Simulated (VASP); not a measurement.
Set up this calculation in VASP 6.6.1, as the native input.

```
Task                   : single point
Functional             : PBE
Dispersion             : D3(BJ)
Potentials or basis    : VASP PAW PBE potentials, release 64 (C, H, N)
Cutoff                 : 520 eV
k mesh                 : 1 × 1 × 1
Occupations            : fermi-dirac, width 0.05 eV
Spin                   : no spin polarisation
Dipole correction      : no
Further INCAR settings : LREAL = Auto; ALGO = Normal; EDIFF = 1e-07; NBANDS = 43
```

The structure of H7CN lies in POSCAR:

```
H7CN
1.0
    6.9561890000      0.0000000000      0.0000000000
    0.0000000000      6.9561890000      0.0000000000
    0.0000000000      0.0000000000      6.9561890000
C H N
3 21 3
Direct
    0.2556859798      0.5303047401      0.3972865027
    0.0921481576      0.7707668667      0.8393820237
    0.6527280958      0.7639527908      0.2926314969
    0.3477335075      0.6200234065      0.4966656311
    0.2010152398      0.6131087008      0.2762575887
    0.1380066010      0.5012370998      0.4960187252
    0.3358160625      0.3943394868      0.3554245004
   -0.0038383086      0.7910653376      0.9751316418
    0.2382770221      0.7818505219      0.8949153049
    0.0457290623      0.8699734869      0.7350289074
    0.0686439083      0.6195202574      0.7987850819
    0.6175220369      0.8844066773      0.4027923911
    0.5310235245      0.7507702853      0.1942155396
    0.6772242675      0.6273406315      0.3693401660
    0.8030259097      0.7922585197      0.2543202895
    0.9746572441      0.1992326545      0.7752089542
    0.8456210721      0.3068634277      0.6015075209
    0.8387638691      0.0858947335      0.6090835082
    0.6311645644      0.6480559973      0.8607442955
    0.7339219794      0.4276048279      0.8359462344
    0.5616724905      0.5112138270      0.6766779914
    0.3821920307      0.1607920659      0.6585071222
    0.4096352184     -0.0097754676      0.8319497932
    0.5363712803      0.1882065022      0.8479930606
    0.9373235834      0.1995201683      0.6312651942
    0.6005874768      0.5109550646      0.8163665478
    0.4700993604      0.0926369309      0.7583606483
```

One way to write it, as run:

INCAR

```
SYSTEM = H7CN
ALGO = Normal ; EDIFF = 1E-7
ENCUT = 520 ; GGA = PE
ISIF = 2 ; ISMEAR = -1
IVDW = 12 ; LASPH = .TRUE.
LCHARG = .FALSE. ; LREAL = Auto
LWAVE = .FALSE. ; NBANDS = 43
NELM = 60 ; PREC = Accurate
SIGMA = 0.05
```

KPOINTS

```
k-points
0
G
  1 1 1
  0 0 0
```

Potentials or basis: VASP PAW PBE potentials, release 64 (C, H, N).

Command:

```sh
$ cat potpaw_PBE.64/C/POTCAR potpaw_PBE.64/H/POTCAR potpaw_PBE.64/N/POTCAR > POTCAR
$ mpirun -np 1 vasp_gam > vasp.out
```

Results of the run:

```
Pressure                   : -1.0 GPa
Largest force              : 3.694 eV/Å
Band gap on the k mesh     : 3.59 eV
Dispersion energy per atom : -0.028 eV
```

Caveat: the k points lie up to 0.90 Å⁻¹ apart.

It took 30 s on 1 thread of Intel(R) Xeon(R) Platinum 8488C (Sapphire Rapids) (shared host), peak memory 0.35 GiB.
